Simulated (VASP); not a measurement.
# HfIn4SiO6: single point with PBE

The system is HfIn4SiO6.

```xyz
12
Lattice="3.2303 -5.5777 0.0000 3.2303 5.5777 0.0000 -1.5390 0.0000 6.3087" Properties=species:S:1:pos:R:3 pbc="T T T"
Hf    0.6435    0.0000    0.0575
In    4.1037   -1.7301    0.0516
In    4.1037    1.7301    0.0516
In    1.7249   -1.8121    3.0533
In    1.7249    1.8121    3.0533
Si    4.8344    0.0000    2.8088
O     4.0111   -1.3765    2.4039
O     4.0111    1.3765    2.4039
O    -0.2667    0.0000    1.8610
O     5.2559    0.0000    4.3880
O     1.7387   -1.5806    0.4691
O     1.7387    1.5806    0.4691
```

```yaml
Program: VASP 6.6.1
Task: single point
Functional: PBE
Potentials_or_basis: VASP PAW PBE potentials, release 64 (Hf_pv, In_d, Si, O)
Cutoff: 520 eV
k_mesh: 4 × 4 × 2
Occupations: gaussian, width 0.1 eV
Spin: no spin polarisation
Dipole_correction: no
Further_INCAR_settings: ALGO = Normal; EDIFF = 1e-07; NBANDS = 63
```

| Quantity | Value |
| --- | --- |
| Pressure | -0.3 GPa |
| Largest force | 0.185 eV/Å |
| Band gap on the k mesh | 0.56 eV (least direct gap 1.05 eV) |

Forces on the atoms (eV/Å):
```
Hf   0.016  0.000  0.020
In   0.005  0.009 -0.018
In   0.005 -0.009 -0.018
In   0.001  0.002  0.012
In   0.001 -0.002  0.012
Si   0.037  0.000  0.022
O   -0.042 -0.055 -0.026
O   -0.042  0.055 -0.026
O    0.101  0.000 -0.136
O    0.029  0.000  0.182
O   -0.055  0.082 -0.013
O   -0.055 -0.082 -0.013
```

Stress tensor (GPa, compression positive):
```
-0.20  0.00 -0.03
 0.00 -0.14  0.00
-0.03  0.00 -0.49
```

Levels at points of the mesh, in eV from the valence-band top:
| k point | band 49 | band 50 | band 51 | band 52 | band 53 | band 54 |
| --- | --- | --- | --- | --- | --- | --- |
| (0.00, 0.00, 0.00) | -1.13 | -1.05 | -0.42 | 1.64 | 1.91 | 2.11 |
| (0.50, 0.00, 0.00) | -2.00 | -1.23 | -0.23 | 1.71 | 1.94 | 2.33 |
| (0.50, 0.50, 0.00) | -1.93 | -0.90 | -0.33 | 0.99 | 2.52 | 2.85 |
| (0.00, 0.00, 0.50) | -2.18 | -1.13 | -0.05 | 1.42 | 1.92 | 2.05 |
| (0.50, 0.00, 0.50) | -1.65 | -1.14 | -0.75 | 1.14 | 1.46 | 2.10 |
| (0.50, 0.50, 0.50) | -1.59 | -1.43 | -0.78 | 1.57 | 2.01 | 2.29 |

Wall time 120 s on 1 thread of Intel(R) Xeon(R) 6975P-C (Granite Rapids) (shared host), peak memory 0.43 GiB.

Caveat: the k points lie up to 0.50 Å⁻¹ apart; spin-orbit coupling is left out, which moves the levels of the heavy elements. A k mesh can miss the band edges.
